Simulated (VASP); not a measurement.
# Si2C (F-43m) in VASP: a series of runs

Runs on Si2C. Level: PBE. Tasks: single point, relaxation of cell and atoms.

All numbers are computed with VASP 6.6.1; they aren't measurements. Logs are shortened: lines on timing, memory, paths and dates and some standing lists are left out, and cuts for length are marked.

### Step 1. The cell of the first run

Symmetry: F-43m, No. 216, cubic system. The conventional cell has a = 6.982 Å, b = 6.982 Å, c = 6.982 Å, α = 90.00°, β = 90.00°, γ = 90.00°. Si (site symmetry 3m) has 1 C at 1.57 Å within 2.1 Å. Within 3.8 Å of C (site symmetry -43m) lie 12 Si at 2.90 Å and 4 C at 3.02 Å. C (site symmetry -43m) has 4 Si at 1.57 Å within 2.1 Å.

The cell was built from a structure type or drawn by symmetry, and may not be a known phase.

### Step 2. Single point, PBE

Contents of INCAR:

```
PREC = Accurate
ENCUT = 520
EDIFF = 1E-6
ISMEAR = 0
SIGMA = 0.1
LREAL = False
LASPH = True
NELM = 80
ALGO = Normal
ISIF = 2
LWAVE = False
LCHARG = True
GGA = PE
LELF = True
LVHAR = True
NBANDS = 21
```

Contents of KPOINTS:

```
Automatic mesh
0
Gamma
  4 4 4
```

Contents of POSCAR:

```
Si2C
1.0
    0.0000000000      3.4908411300      3.4908411300
    3.4908411300      0.0000000000      3.4908411300
    3.4908411300      3.4908411300      0.0000000000
Si C
4 2
Direct
    0.3797322700      0.3797322700      0.3797322700
    0.3797322700      0.3797322700      0.8608031800
    0.3797322700      0.8608031800      0.3797322700
    0.8608031800      0.3797322700      0.3797322700
    0.0000000000      0.0000000000      0.0000000000
    0.2500000000      0.2500000000      0.2500000000
```

Potentials or basis: VASP PAW PBE potentials, release 64 (Si, C).

Run with:

```sh
$ cat potpaw_PBE.64/Si/POTCAR potpaw_PBE.64/C/POTCAR > POTCAR
$ mpirun -np 1 vasp_std > vasp.out
```

OUTCAR:

```text
PREC = Accurate
   ENCUT = 520
   EDIFF = 1E-6
   ISMEAR = 0
   LREAL = False
   LASPH = True
   NELM = 80
   ISIF = 2
   GGA = PE

 ion  position               nearest neighbor table
   1  0.380  0.380  0.380-   6 1.57   3 2.37   4 2.37   2 2.37   2 2.56   3 2.56   4 2.56
   2  0.380  0.380  0.861-   6 1.57   3 2.37   4 2.37   1 2.37   1 2.56   3 2.56   4 2.56
   3  0.380  0.861  0.380-   6 1.57   2 2.37   4 2.37   1 2.37   1 2.56   2 2.56   4 2.56
   4  0.861  0.380  0.380-   6 1.57   2 2.37   3 2.37   1 2.37   2 2.56   3 2.56   1 2.56
   5  0.000  0.000  0.000-
   6  0.250  0.250  0.250-   1 1.57   3 1.57   4 1.57   2 1.57

  LATTYP: Found a face centered cubic cell.
 ALAT       =     6.9816822600

  Lattice vectors:

 A1 = (   0.0000000000,   3.4908411300,   3.4908411300)
 A2 = (   3.4908411300,   0.0000000000,   3.4908411300)
 A3 = (   3.4908411300,   3.4908411300,   0.0000000000)

Analysis of symmetry for initial positions (statically):
=====================================================================
 Subroutine PRICEL returns:
 Original cell was already a primitive cell.

 Routine SETGRP: Setting up the symmetry group for a
 face centered cubic supercell.

 Subroutine GETGRP returns: Found 24 space group operations
 (whereof 24 operations were pure point group operations)
 out of a pool of 48 trial point group operations.

The static configuration has the point symmetry T_d .

Analysis of symmetry for dynamics (positions and initial velocities):
=====================================================================
 Subroutine PRICEL returns:
 Original cell was already a primitive cell.

 Routine SETGRP: Setting up the symmetry group for a
 face centered cubic supercell.

 Subroutine GETGRP returns: Found 24 space group operations
 (whereof 24 operations were pure point group operations)
 out of a pool of 48 trial point group operations.

The dynamic configuration has the point symmetry T_d .

 Subroutine INISYM returns: Found 24 space group operations
 (whereof 24 operations are pure point group operations),
 and found     1 'primitive' translations

----------------------------------------------------------------------------------------

                                     Primitive cell

  volume of cell :      85.0786

  direct lattice vectors                    reciprocal lattice vectors
     0.000000000  3.490841130  3.490841130    -0.143231955  0.143231955  0.143231955
     3.490841130  0.000000000  3.490841130     0.143231955 -0.143231955  0.143231955
     3.490841130  3.490841130  0.000000000     0.143231955  0.143231955 -0.143231955

  length of vectors
     4.936794870  4.936794870  4.936794870     0.248085024  0.248085024  0.248085024

  position of ions in fractional coordinates (direct lattice)
     0.379732270  0.379732270  0.379732270
     0.379732270  0.379732270  0.860803180
     0.379732270  0.860803180  0.379732270
     0.860803180  0.379732270  0.379732270
     0.000000000  0.000000000  0.000000000
     0.250000000  0.250000000  0.250000000

  ion indices of the primitive-cell ions
   primitive index   ion index
                 1           1
                 2           2
                 3           3
                 4           4
                 5           5
                 6           6

----------------------------------------------------------------------------------------

 KPOINTS: Automatic mesh

Automatic generation of k-mesh.
 Grid dimensions read from file:
 generate k-points for:    4    4    4

 Generating k-lattice:

  Cartesian coordinates                     Fractional coordinates (reciprocal lattice)
    -0.035807989  0.035807989  0.035807989     0.250000000  0.000000000  0.000000000
     0.035807989 -0.035807989  0.035807989     0.000000000  0.250000000  0.000000000
     0.035807989  0.035807989 -0.035807989     0.000000000  0.000000000  0.250000000

  Length of vectors
     0.062021256  0.062021256  0.062021256

  Shift w.r.t. Gamma in fractional coordinates (k-lattice)
     0.000000000  0.000000000  0.000000000

 Subroutine IBZKPT returns following result:
 ===========================================

 Found      8 irreducible k-points:

 Following reciprocal coordinates:
            Coordinates               Weight
  0.000000  0.000000  0.000000      1.000000
  0.250000  0.000000  0.000000      8.000000
  0.500000  0.000000  0.000000      4.000000
  0.250000  0.250000  0.000000      6.000000
  0.500000  0.250000  0.000000     24.000000
 -0.250000  0.250000  0.000000     12.000000
  0.500000  0.500000  0.000000      3.000000
 -0.250000  0.500000  0.250000      6.000000
   k-points           NKPTS =      8   k-points in BZ     NKDIM =      8   number of bands    NBANDS=     21
   number of dos      NEDOS =    301   number of ions     NIONS =      6
   total plane-waves  NPLWV =  64000
   dimension x,y,z NGX =    40 NGY =   40 NGZ =   40
   dimension x,y,z NGXF=    80 NGYF=   80 NGZF=   80
   ions per type =               4   2
   NGX,Y,Z   is equivalent  to a cutoff of  13.47, 13.47, 13.47 a.u.
   NGXF,Y,Z  is equivalent  to a cutoff of  26.94, 26.94, 26.94 a.u.
 SYSTEM =  unknown system
   PREC   = accura    normal or accurate (medium, high low for compatibility)
   ISTART =      0    job   : 0-new  1-cont  2-samecut
   ICHARG =      2    charge: 1-file 2-atom 10-const
   ISPIN  =      1    spin polarized calculation?
   LNONCOLLINEAR =      F non collinear calculations
   LSORBIT =      F    spin-orbit coupling
   LASPH  =      T    aspherical Exc in radial PAW
   ENCUT  =  520.0 eV  38.22 Ry    6.18 a.u.   9.18  9.18  9.18*2*pi/ulx,y,z
   NELM   =     80;   NELMIN=  2; NELMDL= -5     # of ELM steps
   EDIFF  = 0.1E-05   stopping-criterion for ELM
   LREAL  =      F    real-space projection
   EDIFFG = 0.1E-04   stopping-criterion for IOM
   NSW    =      0    number of steps for IOM
   IBRION =     -1    ionic relax: 0-MD 1-quasi-New 2-CG
   NFREE  =      0    steps in history (QN), initial steepest desc. (CG)
   ISIF   =      2    stress and relaxation
   ISYM   =      2    0-nonsym 1-usesym 2-fastsym
   POTIM  = 0.5000    time-step for ionic-motion
   TEBEG  =    0.0;   TEEND  =   0.0 temperature during run
   PSTRESS=    0.0 pullay stress
   NELECT =      24.0000    total number of electrons
   NUPDOWN=      -1.0000    fix difference up-down
   EMIN   =  10.00;   EMAX   =-10.00  energy-range for DOS
   EFERMI =   0.00;   METHOD = LEGACY
   ISMEAR =     0;   SIGMA  =   0.10  broadening in eV -4-tet -1-fermi 0-gaus
   EFERMI_NEDOS =   21; number of points for ismear=-14 and -15
   IALGO  =     38    algorithm
   IMIX   =      4    mixing-type and parameters
     AMIX     =   0.40;   BMIX     =  1.00
     AMIX_MAG =   1.60;   BMIX_MAG =  1.00
  volume/ion in A,a.u.               =      14.18        95.69
  Fermi-wavevector in a.u.,A,eV,Ry     =   1.073672  2.028947 15.684424  1.152773
  Thomas-Fermi vector in A             =   2.209479
   LORBIT       =      0    0 simple, 1 ext, 2 COOP (PROOUT), +10 PAW based schemes
   GGA     = PE    functional components
   LHFCALC =     F    Hartree Fock is set to
   AEXX    =    0.0000 exact exchange contribution
   IVDW    =     0    specifies the selected vdW correction
   LEPSILON=     F    determine dielectric tensor
   LRPA    =     F    only Hartree local field effects (RPA)
 non-spin polarized calculation
 Gauss-broadening in eV      SIGMA  =   0.10
  energy-cutoff  :      520.00
  volume of cell :       85.08
 maximum number of plane-waves:      2305
 NGX is ok and might be reduce to    40
   NGX = 19   NGY = 19   NGZ = 19

 number of electron      23.9999999 magnetization

 Free energy of the ion-electron system (eV)
  ---------------------------------------------------
  ext. energy  EPLUGINS =         0.00000000
  ---------------------------------------------------
  free energy    TOTEN  =       -25.48808536 eV

  energy without entropy =      -25.46234095  energy(sigma->0) =      -25.47521316

 E-fermi :   7.6299     XC(G=0): -10.1955

 val. band max:        7.6156907911   @ k =   0.2500   0.2500   0.0000
 cond. band min:       7.6650235550   @ k =  -0.2500   0.2500   0.0000
 fundamental gap:      0.0493327638
 Fermi energy:         7.6299383444

 k-point     1 :       0.0000    0.0000    0.0000
  band No.  band energies     occupation
      1     -10.9331      2.00000
      2      -3.8652      2.00000
      3      -2.5776      2.00000
      4      -2.5776      2.00000
      5      -2.5776      2.00000
      6      -0.7488      2.00000
[... 13 lines left out ...]
     20      15.3759      0.00000
     21      15.6840      0.00000

 k-point     2 :       0.2500    0.0000    0.0000
  band No.  band energies     occupation
      1     -10.8045      2.00000
      2      -4.6276      2.00000
      3      -2.6882      2.00000
      4      -2.6882      2.00000
      5      -2.3242      2.00000
      6      -0.8040      2.00000
[... 13 lines left out ...]
     20      12.9076      0.00000
     21      14.6689      0.00000

 k-point     3 :       0.5000    0.0000    0.0000
  band No.  band energies     occupation
      1     -10.6632      2.00000
      2      -5.1497      2.00000
      3      -2.7878      2.00000
      4      -2.7878      2.00000
      5      -2.6455      2.00000
      6      -0.1338      2.00000
[... 13 lines left out ...]
     20      12.1684      0.00000
     21      13.3329      0.00000

 k-point     4 :       0.2500    0.2500    0.0000
  band No.  band energies     occupation
      1     -10.7612      2.00000
      2      -4.7624      2.00000
      3      -2.8765      2.00000
      4      -2.8765      2.00000
      5      -1.8581      2.00000
      6      -1.0459      2.00000
[... 13 lines left out ...]
     20      14.0259      0.00000
     21      14.2391      0.00000

 k-point     5 :       0.5000    0.2500    0.0000
  band No.  band energies     occupation
      1     -10.6188      2.00000
      2      -5.1281      2.00000
      3      -3.5905      2.00000
      4      -2.9695      2.00000
      5      -1.5564      2.00000
      6      -0.4633      2.00000
[... 13 lines left out ...]
     20      12.1016      0.00000
     21      13.6296      0.00000

 k-point     6 :      -0.2500    0.2500    0.0000
  band No.  band energies     occupation
      1     -10.6665      2.00000
      2      -4.9815      2.00000
      3      -3.6299      2.00000
      4      -2.7948      2.00000
      5      -1.4582      2.00000
      6      -0.7454      2.00000
[... 13 lines left out ...]
     20      12.7565      0.00000
     21      13.6639      0.00000

 k-point     7 :       0.5000    0.5000    0.0000
  band No.  band energies     occupation
      1     -10.5712      2.00000
      2      -5.3215      2.00000
      3      -3.1307      2.00000
      4      -3.1307      2.00000
      5      -2.1661      2.00000
      6      -0.0054      2.00000
[... 13 lines left out ...]
     20      13.7652      0.00000
     21      13.7652      0.00000

 k-point     8 :      -0.2500    0.5000    0.2500
  band No.  band energies     occupation
      1     -10.5703      2.00000
      2      -5.1586      2.00000
      3      -3.8504      2.00000
      4      -3.1804      2.00000
      5      -1.0309      2.00000
      6      -0.4855      2.00000
[... 13 lines left out ...]
     20      11.8977      0.00000
     21      12.9169      0.00000

------------------------ aborting loop because EDIFF is reached ----------------------------------------

  FORCE on cell =-STRESS in cart. coord.  units (eV):
  Direction    XX          YY          ZZ          XY          YZ          ZX
  --------------------------------------------------------------------------------------
  -------------------------------------------------------------------------------------
  Total       19.6438327     19.6438327     19.6438327      0.0000000     -0.0000000     -0.0000000
  in kB      369.9274524    369.9274524    369.9274524      0.0000000     -0.0000000     -0.0000000
  external PRESSURE =     369.9274524 kB  Pullay stress =       0.0000000 kB

 VOLUME and BASIS-vectors are now :
 -----------------------------------------------------------------------------
  energy-cutoff  :      520.00
  volume of cell :       85.08
      direct lattice vectors                 reciprocal lattice vectors
     0.000000000  3.490841130  3.490841130    -0.143231955  0.143231955  0.143231955
     3.490841130  0.000000000  3.490841130     0.143231955 -0.143231955  0.143231955
     3.490841130  3.490841130  0.000000000     0.143231955  0.143231955 -0.143231955

 POSITION                                       TOTAL-FORCE (eV/Angst)
 -----------------------------------------------------------------------------------
      2.65117      2.65117      2.65117         6.288956      6.288956      6.288956
      4.33051      4.33051      2.65117        -6.288956     -6.288956      6.288956
      4.33051      2.65117      4.33051        -6.288956      6.288956     -6.288956
      2.65117      4.33051      4.33051         6.288956     -6.288956     -6.288956
      0.00000      0.00000      0.00000         0.000000      0.000000      0.000000
      1.74542      1.74542      1.74542         0.000000      0.000000      0.000000
 -----------------------------------------------------------------------------------
    total drift:                                0.000002      0.000002      0.000002

  FREE ENERGIE OF THE ION-ELECTRON SYSTEM (eV)
  ---------------------------------------------------
  free  energy   TOTEN  =       -25.4880853643 eV

  energy  without entropy=      -25.4623409537  energy(sigma->0) =      -25.47521316
```

It took 28 s on 1 thread of Intel Xeon 8259CL, shared host; peak memory 0.23 GiB.

What came out:

| Item | Value |
| --- | --- |
| Free energy | -25.4881 eV |
| Pressure | 37.0 GPa |
| Largest force | 10.893 eV/Å |
| Band gap on the k mesh | zero (bands 12 and 13 overlap by 0.51 eV) |

Forces in eV/Å, atoms in the order of the input:
```
Si   6.289  6.289  6.289
Si  -6.289 -6.289  6.289
Si  -6.289  6.289 -6.289
Si   6.289 -6.289 -6.289
C    0.000  0.000  0.000
C    0.000  0.000  0.000
```

Caveat: the k points lie up to 0.39 Å⁻¹ apart, too coarse for converged energies and pressures of a metal; semilocal functionals underestimate gaps, so a narrow gap can read as zero; forces of over 1 eV/Å act on the atoms, so gaps and moduli don't describe the material at rest.

### Step 3. Single point, PBE

This run uses another cell than the first one, of 17.78 Å³/atom.

Contents of INCAR:

```
SYSTEM = Si2C
PREC = Accurate
ENCUT = 520
EDIFF = 1E-6
ISMEAR = 0
SIGMA = 0.1
LREAL = .FALSE.
LASPH = .TRUE.
NELM = 60
ALGO = Normal
ISIF = 2
LWAVE = .FALSE.
LCHARG = .TRUE.
GGA = PE
LELF = .TRUE.
LVHAR = .TRUE.
NBANDS = 21
```

Contents of KPOINTS:

```
regular mesh
0
G
  4 4 4
  0 0 0
```

Contents of POSCAR:

```
Si2C
1.0
    0.0000000000      3.7644928834      3.7644928834
    3.7644928834      0.0000000000      3.7644928834
    3.7644928834      3.7644928834      0.0000000000
Si C
4 2
Direct
    0.3906607848      0.3906607848      0.3906607848
    0.3906607848      0.3906607848      0.8280176455
    0.3906607848      0.8280176455      0.3906607848
    0.8280176455      0.3906607848      0.3906607848
    0.0000000000      0.0000000000      0.0000000000
    0.2500000000      0.2500000000      0.2500000000
```

Potentials or basis: VASP PAW PBE potentials, release 64 (Si, C).

Run with:

```sh
$ cat potpaw_PBE.64/Si/POTCAR potpaw_PBE.64/C/POTCAR > POTCAR
$ mpirun -np 1 vasp_std > vasp.out
```

Wall time 36 s (1 thread of Intel Xeon 8259CL, shared host); peak memory 0.23 GiB.

It converged, with:

```
Free energy            : -29.9587 eV
Pressure               : -0.1 GPa
Largest force          : 0.030 eV/Å
Band gap on the k mesh : zero (bands 12 and 13 overlap by 0.23 eV)
```

Forces on the atoms (eV/Å):
```
Si   0.018  0.018  0.018
Si  -0.018 -0.018  0.018
Si  -0.018  0.018 -0.018
Si   0.018 -0.018 -0.018
C    0.000  0.000  0.000
C    0.000  0.000  0.000
```

Levels at points of the mesh, in eV from the Fermi level:
```csv
k point,band 8,band 9,band 10,band 11,band 12,band 13,band 14,band 15,band 16,band 17
"(0.00, 0.00, 0.00)",-5.17,-5.17,-1.47,-1.47,-0.23,-0.23,-0.23,0.33,2.91,2.91
"(0.50, 0.00, 0.00)",-4.57,-3.92,-1.79,-1.79,-1.19,1.12,1.12,1.89,2.28,2.28
"(0.50, 0.50, 0.00)",-3.45,-3.45,-0.23,-0.20,-0.20,-0.07,0.12,0.43,1.60,2.55
```

Caveat: the k points lie up to 0.36 Å⁻¹ apart; semilocal functionals underestimate gaps, so a narrow gap can read as zero.

(Continued in part 2 of 2.)
